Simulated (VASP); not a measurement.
Ta16C: single point with PBE

The system is Ta16C, a slab with vacuum.

```
CELL_PARAMETERS angstrom
6.63793 0.00000 0.00000
0.00000 6.63793 0.00000
0.00000 0.00000 20.29966
ATOMIC_POSITIONS crystal
Ta 0.25000 0.25000 0.19705
Ta 0.25000 0.75000 0.19705
Ta 0.75000 0.25000 0.19705
Ta 0.75000 0.75000 0.19705
Ta 0.00000 0.00000 0.27880
Ta 0.00000 0.50000 0.27880
Ta 0.50000 0.00000 0.27880
Ta 0.50000 0.50000 0.27880
Ta 0.25000 0.25000 0.35991
Ta 0.25000 0.75000 0.35991
Ta 0.75000 0.25000 0.35991
Ta 0.75000 0.75000 0.35991
Ta 0.00000 0.00000 0.43349
Ta 0.00000 0.50000 0.43349
Ta 0.50000 0.00000 0.43349
Ta 0.50000 0.50000 0.43349
C 0.00000 0.18750 0.50200
```

| Quantity | Value |
| --- | --- |
| Program | VASP 6.6.1 |
| Task | single point |
| Functional | PBE |
| Potentials or basis | VASP PAW PBE potentials, release 64 (Ta_pv, C) |
| Cutoff | 520 eV |
| k mesh | 4 × 4 × 1 |
| Occupations | gaussian, width 0.1 eV |
| Spin | no spin polarisation |
| Dipole correction | yes |
| Further INCAR settings | LREAL = Auto; ALGO = Normal; EDIFF = 1e-07; NBANDS = 104 |

The largest force is 3.654 eV/Å and the band gap on the k mesh is zero (bands 90 and 91 overlap by 0.52 eV).

Forces on the atoms (eV/Å):
```
Ta  -0.042 -0.006  0.939
Ta  -0.034  0.022  0.833
Ta   0.042 -0.006  0.939
Ta   0.034  0.022  0.833
Ta   0.000  0.156 -1.370
Ta   0.000 -0.014 -0.828
Ta   0.000  0.096 -0.762
Ta   0.000 -0.158 -0.855
Ta   0.197  0.199 -0.586
Ta   0.496 -0.190 -0.204
Ta  -0.197  0.199 -0.586
Ta  -0.496 -0.190 -0.204
Ta   0.000 -2.280 -0.091
Ta   0.000 -1.845  2.173
Ta   0.000  0.150  0.102
Ta   0.000  0.195 -0.429
C    0.000  3.652  0.096
```

Levels at points of the mesh, in eV from the Fermi level:
| k point | band 86 | band 87 | band 88 | band 89 | band 90 | band 91 | band 92 | band 93 | band 94 | band 95 |
| --- | --- | --- | --- | --- | --- | --- | --- | --- | --- | --- |
| (0.00, 0.00, 0.00) | -0.08 | -0.01 | 0.04 | 0.11 | 0.13 | 0.17 | 0.26 | 0.34 | 0.35 | 0.47 |
| (0.50, 0.00, 0.00) | -0.57 | -0.56 | -0.35 | -0.33 | -0.13 | 0.10 | 0.12 | 0.27 | 0.27 | 0.38 |
| (0.00, 0.50, 0.00) | -0.59 | -0.41 | -0.38 | -0.38 | -0.21 | -0.14 | 0.23 | 0.23 | 0.27 | 0.29 |
| (0.50, 0.50, 0.00) | -1.04 | -0.94 | -0.82 | -0.80 | -0.51 | -0.39 | -0.22 | -0.13 | -0.10 | -0.07 |

Wall time 80 min on 1 thread of Intel Xeon 8259CL, on a shared host, peak memory 1.1 GiB.

Caveat: spin-orbit coupling is left out, which moves the levels of the heavy elements.
